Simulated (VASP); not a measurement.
# CaIrN2 (R-3m) in VASP: notebook, part 2 of 2

VASP 6.6.1. Earlier steps stand in the parts before.

### 3 Single point, r2SCAN+U

Contents of POSCAR:

```
CaIrN2
1.0
    1.6334101670      0.9430497996      4.9912261662
   -1.6334101670      0.9430497996      4.9912261662
    0.0000000000     -1.8860995992      4.9912261662
Ir Ca N
1 1 2
Direct
    0.5000000000      0.5000000000      0.5000000000
    0.0000000000      0.0000000000      0.0000000000
    0.2325684521      0.2325684521      0.2325684521
    0.7674315479      0.7674315479      0.7674315479
```

Contents of INCAR.step1:

```
  PREC = Accurate
  ENCUT = 520
  ISMEAR = -1
  SIGMA = 0.05
  LREAL = False
  LASPH = True
  NELM = 150
  LMAXMIX = 4
  LDAU = True
  LDAUTYPE = 2
  LDAUL = 2 -1 -1
  LDAUU = 4 0 0
  LDAUJ = 0 0 0
  NBANDS = 22
  GGA = PE
  ALGO = Normal
  EDIFF = 1E-4
  LWAVE = True
  LCHARG = False
```

Contents of INCAR.step2:

```
  PREC = Accurate
  ENCUT = 520
  EDIFF = 1E-6
  ISMEAR = -1
  SIGMA = 0.05
  LREAL = False
  LASPH = True
  NELM = 150
  ALGO = Normal
  ISIF = 2
  LWAVE = False
  LCHARG = True
  LMAXMIX = 4
  LDAU = True
  LDAUTYPE = 2
  LDAUL = 2 -1 -1
  LDAUU = 4 0 0
  LDAUJ = 0 0 0
  LDAUPRINT = 1
  METAGGA = R2SCAN
  LMIXTAU = True
  LELF = True
  LVHAR = True
  NBANDS = 22
  ISTART = 1
```

Contents of KPOINTS:

```
Automatic mesh
0
Gamma
  9 9 9
```

Potentials or basis: VASP PAW PBE potentials, release 64 (Ir, Ca_sv, N).

Command:

```sh
$ cat potpaw_PBE.64/Ir/POTCAR potpaw_PBE.64/Ca_sv/POTCAR potpaw_PBE.64/N/POTCAR > POTCAR
$ cp INCAR.step1 INCAR
$ mpirun -np 1 vasp_std > vasp.out
$ cp INCAR.step2 INCAR
$ mpirun -np 1 vasp_std > vasp.out
```

Wall time 11 min (1 thread of Intel Xeon Platinum 8259CL at 2.50GHz (Skylake/Cascade Lake), shared host); peak memory 0.33 GiB.

It converged, with:

```yaml
Free_energy: -75.5143 eV
Pressure: -0.8 GPa
Largest_force: 0.109 eV/Å
Band_gap_on_the_k_mesh: zero (an odd number of electrons rules out a gap without spin polarisation)
```

Forces in eV/Å, atoms in the order of the input:
```
Ir   0.000  0.000  0.000
Ca   0.000  0.000  0.000
N    0.000  0.000 -0.109
N    0.000  0.000  0.109
```

Stress tensor (GPa, compression positive):
```
-1.27  0.00  0.00
 0.00 -1.27  0.00
 0.00  0.00  0.20
```

Levels at points of the mesh, in eV from the Fermi level:
```csv
k point,band 11,band 12,band 13,band 14,band 15,band 16,band 17,band 18,band 19,band 20
"(0.00, 0.00, 0.00)",-2.88,-0.72,-0.72,-0.36,-0.30,3.83,3.83,4.90,6.57,6.60
```

Eigenvalues of the final occupation matrices:
```csv
site,spin,trace,eigenvalues
site 1 d,1,3.64,0.51 0.51 0.83 0.90 0.90
site 1 d,2,3.64,0.51 0.51 0.83 0.90 0.90
```

Caveat: the PAW data sets were made with another functional, which shifts forces and pressure a little; spin-orbit coupling is left out, which moves the levels of the heavy elements; an odd number of electrons without spin polarisation forces a metal; a magnetic or distorted state may lie lower; U without spin polarisation on a metal has little footing.

### 4 Single point, r2SCAN+U

This run uses another cell than the first one, of 11.55 Å³/atom.

Contents of POSCAR:

```
CaIrN2
1.0
    1.6345156972      0.9436880778      4.9920644875
   -1.6345156972      0.9436880778      4.9920644875
    0.0000000000     -1.8873761556      4.9920644875
Ir Ca N
1 1 2
Direct
    0.5000000000      0.5000000000      0.5000000000
    0.0000000000      0.0000000000      0.0000000000
    0.2329246715      0.2329246715      0.2329246715
    0.7670753285      0.7670753285      0.7670753285
```

Contents of INCAR.step1:

```
SYSTEM = CaIrN2
  PREC = Accurate
  ENCUT = 520
  ISMEAR = -1
  SIGMA = 0.05
  LREAL = .FALSE.
  LASPH = .TRUE.
  NELM = 150
  LMAXMIX = 4
  LDAU = .TRUE.
  LDAUTYPE = 2
  LDAUL = 2 -1 -1
  LDAUU = 5 0 0
  LDAUJ = 0 0 0
  NBANDS = 22
  GGA = PE
  ALGO = Normal
  EDIFF = 1E-4
  LWAVE = .TRUE.
  LCHARG = .FALSE.
```

Contents of INCAR.step2:

```
SYSTEM = CaIrN2
  PREC = Accurate
  ENCUT = 520
  EDIFF = 1E-6
  ISMEAR = -1
  SIGMA = 0.05
  LREAL = .FALSE.
  LASPH = .TRUE.
  NELM = 150
  ALGO = Normal
  ISIF = 2
  LWAVE = .FALSE.
  LCHARG = .FALSE.
  LMAXMIX = 4
  LDAU = .TRUE.
  LDAUTYPE = 2
  LDAUL = 2 -1 -1
  LDAUU = 5 0 0
  LDAUJ = 0 0 0
  LDAUPRINT = 1
  METAGGA = R2SCAN
  LMIXTAU = .TRUE.
  NBANDS = 22
  ISTART = 1
```

Contents of KPOINTS:

```
regular mesh
0
G
  9 9 9
  0 0 0
```

Command:

```sh
$ cat potpaw_PBE.64/Ir/POTCAR potpaw_PBE.64/Ca_sv/POTCAR potpaw_PBE.64/N/POTCAR > POTCAR
$ cp INCAR.step1 INCAR
$ mpirun -np 1 vasp_std > vasp.out
$ cp INCAR.step2 INCAR
$ mpirun -np 1 vasp_std > vasp.out
```

Wall time 7.5 min (1 thread of Intel Xeon 6975P-C (Granite Rapids), shared host); peak memory 0.33 GiB.

Results (log left out):

| Property | Result |
| --- | --- |
| Free energy | -74.7153 eV |
| Pressure | -1.7 GPa |
| Largest force | 0.154 eV/Å |
| Band gap on the k mesh | zero (an odd number of electrons rules out a gap without spin polarisation) |

Forces in eV/Å, atoms in the order of the input:
```
Ir   0.000  0.000  0.000
Ca   0.000  0.000  0.000
N    0.000  0.000 -0.154
N    0.000  0.000  0.154
```

Stress tensor (GPa, compression positive):
```
-2.39  0.00  0.00
 0.00 -2.39  0.00
 0.00  0.00 -0.42
```

Levels at points of the mesh, in eV from the Fermi level:
```tsv
k point	band 12	band 13	band 14	band 15	band 16	band 17	band 18	band 19
(0.00, 0.00, 0.00)	-0.55	-0.55	-0.35	-0.18	3.99	3.99	5.08	6.70
```

Eigenvalues of the final occupation matrices:
```tsv
site	spin	trace	eigenvalues
site 1 d	1	3.70	0.50 0.50 0.86 0.92 0.92
site 1 d	2	3.70	0.50 0.50 0.86 0.92 0.92
```

Caveat: the PAW data sets were made with another functional, which shifts forces and pressure a little; spin-orbit coupling is left out, which moves the levels of the heavy elements; an odd number of electrons without spin polarisation forces a metal; a magnetic or distorted state may lie lower; U without spin polarisation on a metal has little footing.

### 5 Single point, r2SCAN+U

This run uses another cell than the first one, of 11.57 Å³/atom.

Contents of POSCAR:

```
CaIrN2
1.0
    1.6359408517      0.9445108911      4.9930726565
   -1.6359408517      0.9445108911      4.9930726565
    0.0000000000     -1.8890217822      4.9930726565
Ir Ca N
1 1 2
Direct
    0.5000000000      0.5000000000      0.5000000000
    0.0000000000      0.0000000000      0.0000000000
    0.2333151395      0.2333151395      0.2333151395
    0.7666848605      0.7666848605      0.7666848605
```

Contents of INCAR.step1:

```
SYSTEM = CaIrN2
PREC     = Accurate       ! precision mode
ENCUT    = 520            ! plane-wave cutoff, eV
ISMEAR   = -1             ! smearing method
SIGMA    = 0.05           ! smearing width, eV
LREAL    = .FALSE.        ! projectors in reciprocal space
LASPH    = .TRUE.         ! aspherical terms in the spheres
NELM     = 150            ! most SCF steps
LMAXMIX  = 4              ! l up to which the mixer works
LDAU     = .TRUE.         ! DFT+U
LDAUTYPE = 2            
LDAUL    = 2 -1 -1        ! shell
LDAUU    = 6 0 0          ! U, eV
LDAUJ    = 0 0 0        
NBANDS   = 22             ! bands
GGA      = PE             ! functional
ALGO     = Normal         ! electronic algorithm
EDIFF    = 1E-4           ! SCF threshold, eV
LWAVE    = .TRUE.         ! write WAVECAR
LCHARG   = .FALSE.        ! write CHGCAR
```

Contents of INCAR.step2:

```
SYSTEM = CaIrN2
PREC     = Accurate       ! precision mode
ENCUT    = 520            ! plane-wave cutoff, eV
EDIFF    = 1E-6           ! SCF threshold, eV
ISMEAR   = -1             ! smearing method
SIGMA    = 0.05           ! smearing width, eV
LREAL    = .FALSE.        ! projectors in reciprocal space
LASPH    = .TRUE.         ! aspherical terms in the spheres
NELM     = 150            ! most SCF steps
ALGO     = Normal         ! electronic algorithm
ISIF     = 2              ! what is computed and relaxed
LWAVE    = .FALSE.        ! write WAVECAR
LCHARG   = .FALSE.        ! write CHGCAR
LMAXMIX  = 4              ! l up to which the mixer works
LDAU     = .TRUE.         ! DFT+U
LDAUTYPE = 2            
LDAUL    = 2 -1 -1        ! shell
LDAUU    = 6 0 0          ! U, eV
LDAUJ    = 0 0 0        
LDAUPRINT= 1            
METAGGA  = R2SCAN         ! meta-GGA
LMIXTAU  = .TRUE.       
NBANDS   = 22             ! bands
ISTART   = 1
```

Contents of KPOINTS:

```
Automatic mesh
0
G
  9 9 9
  0 0 0
```

Command:

```sh
$ cat potpaw_PBE.64/Ir/POTCAR potpaw_PBE.64/Ca_sv/POTCAR potpaw_PBE.64/N/POTCAR > POTCAR
$ cp INCAR.step1 INCAR
$ mpirun -np 1 vasp_std > vasp.out
$ cp INCAR.step2 INCAR
$ mpirun -np 1 vasp_std > vasp.out
```

Run time: 8.9 min. Hardware: 1 thread of Intel Xeon 6975P-C (Granite Rapids), shared host; peak memory 0.33 GiB.

The run converged. Its results:

| Item | Value |
| --- | --- |
| Free energy | -73.9915 eV |
| Pressure | -2.7 GPa |
| Largest force | 0.192 eV/Å |
| Band gap on the k mesh | zero (an odd number of electrons rules out a gap without spin polarisation) |

Forces in eV/Å, atoms in the order of the input:
```
Ir   0.000  0.000  0.000
Ca   0.000  0.000  0.000
N    0.000  0.000 -0.192
N    0.000  0.000  0.192
```

Stress tensor (GPa, compression positive):
```
-3.40  0.00  0.00
 0.00 -3.40  0.00
 0.00  0.00 -1.14
```

Levels at points of the mesh, in eV from the Fermi level:
```csv
k point,band 13,band 14,band 15,band 16,band 17,band 18
"(0.00, 0.00, 0.00)",-0.35,-0.35,0.01,4.17,4.17,5.28
```

Eigenvalues of the final occupation matrices:
```csv
site,spin,trace,eigenvalues
site 1 d,1,3.78,0.48 0.48 0.89 0.96 0.96
site 1 d,2,3.78,0.48 0.48 0.89 0.96 0.96
```

Caveat: the PAW data sets were made with another functional, which shifts forces and pressure a little; spin-orbit coupling is left out, which moves the levels of the heavy elements; an odd number of electrons without spin polarisation forces a metal; a magnetic or distorted state may lie lower; U without spin polarisation on a metal has little footing.

### 6 Overview

| U | cell | gap on the mesh (eV) | pressure (GPa) | largest force (eV/Å) |
| --- | --- | --- | --- | --- |
| Ir d U = 3.0 eV | a = 5.334 Å, angles 35.6°, 4 atoms, atomic positions A | none | 0.2 | 0.06 |
| Ir d U = 4.0 eV | a = 5.336 Å, angles 35.7°, 4 atoms, atomic positions B | none | -0.8 | 0.11 |
| Ir d U = 5.0 eV | a = 5.337 Å, angles 35.7°, 4 atoms, atomic positions C | none | -1.7 | 0.15 |
| Ir d U = 6.0 eV | a = 5.338 Å, angles 35.7°, 4 atoms, atomic positions D | none | -2.7 | 0.19 |

Alike in all rows: task single point; level r2SCAN+U; potentials or basis VASP PAW PBE potentials, release 64 (Ir, Ca_sv, N); no spin polarisation; k mesh 9 × 9 × 9; cutoff (eV) 520; smearing fermi-dirac 0.05 eV.

Caveats: the PAW data sets were made with another functional, which shifts forces and pressure a little; spin-orbit coupling is left out, which moves the levels of the heavy elements; an odd number of electrons without spin polarisation forces a metal; a magnetic or distorted state may lie lower; U without spin polarisation on a metal has little footing.

Absolute energies hang on the potentials; compare differences alone.
